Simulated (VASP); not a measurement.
Wanted: the native input for a VASP 6.6.1 run.

```yaml
Task: relaxation of cell and atoms
Functional: r2SCAN
Potentials_or_basis: VASP PAW PBE potentials, release 64 (Be, S)
Cutoff: 600 eV
k_mesh: 8 × 8 × 8
Occupations: fermi-dirac, width 0.02 eV
Spin: no spin polarisation
Dipole_correction: no
Further_INCAR_settings: ALGO = Normal; EDIFF = 1e-06; IBRION = 2; EDIFFG = -0.005; NSW = 80; ISIF = 3
```

Crystal: BeS.

```
Be S
1.0
     0.00000    2.43792    2.43792
     2.43792    0.00000    2.43792
     2.43792    2.43792    0.00000
Be S
1 1
Direct
  0.00000 0.00000 0.00000
  0.25000 0.25000 0.25000
```

These files were run (other wordings do the same):

POSCAR

```
BeS
1.0
    0.0000000000      2.4379189248      2.4379189248
    2.4379189248      0.0000000000      2.4379189248
    2.4379189248      2.4379189248      0.0000000000
Be S
1 1
Direct
    0.0000000000      0.0000000000      0.0000000000
    0.2500000000      0.2500000000      0.2500000000
```

INCAR.step1

```
SYSTEM = BeS
PREC     = Accurate       ! precision mode
ENCUT    = 600            ! plane-wave cutoff, eV
ISMEAR   = -1             ! smearing method
SIGMA    = 0.02           ! smearing width, eV
LREAL    = .FALSE.        ! projectors in reciprocal space
LASPH    = .TRUE.         ! aspherical terms in the spheres
NELM     = 100            ! most SCF steps
GGA      = PE             ! functional
ALGO     = Normal         ! electronic algorithm
EDIFF    = 1E-4           ! SCF threshold, eV
LWAVE    = .TRUE.         ! write WAVECAR
LCHARG   = .FALSE.        ! write CHGCAR
```

INCAR.step2

```
SYSTEM = BeS
PREC     = Accurate       ! precision mode
ENCUT    = 600            ! plane-wave cutoff, eV
EDIFF    = 1E-6           ! SCF threshold, eV
ISMEAR   = -1             ! smearing method
SIGMA    = 0.02           ! smearing width, eV
LREAL    = .FALSE.        ! projectors in reciprocal space
LASPH    = .TRUE.         ! aspherical terms in the spheres
NELM     = 100            ! most SCF steps
ALGO     = Normal         ! electronic algorithm
ISIF     = 3              ! what is computed and relaxed
LWAVE    = .FALSE.        ! write WAVECAR
LCHARG   = .FALSE.        ! write CHGCAR
METAGGA  = R2SCAN         ! meta-GGA
LMIXTAU  = .TRUE.       
IBRION   = 2              ! ionic algorithm
NSW      = 80             ! ionic steps
EDIFFG   = -0.005         ! ionic threshold
ISTART   = 1
```

KPOINTS

```
regular mesh
0
G
  8 8 8
  0 0 0
```

Potentials or basis: VASP PAW PBE potentials, release 64 (Be, S).

Launch:

```console
$ cat potpaw_PBE.64/Be/POTCAR potpaw_PBE.64/S/POTCAR > POTCAR
$ cp INCAR.step1 INCAR
$ mpirun -np 1 vasp_std > vasp.out
$ cp INCAR.step2 INCAR
$ mpirun -np 1 vasp_std > vasp.out
```

It gave:

```json
{"Relaxed volume": "14.46 Å³/atom", "Relaxed cell": "a = 3.446 Å, b = 3.446 Å, c = 3.446 Å, α = 60.00°, β = 60.00°, γ = 60.00°", "Space group after relaxing (to 0.05 Å)": "F-43m (No. 216)", "Energy gained by relaxing": "0.0 meV/atom", "Ionic steps": "2", "Pressure after relaxing": "0.0 GPa", "Band gap on the k mesh": "3.60 eV, indirect (least direct gap 6.27 eV)"}
```

Caveat: the PAW data sets were made with another functional, which shifts forces and pressure a little.

Wall time 71 s on 1 thread of Intel Xeon 8259CL, with other jobs on the host, peak memory 0.16 GiB.
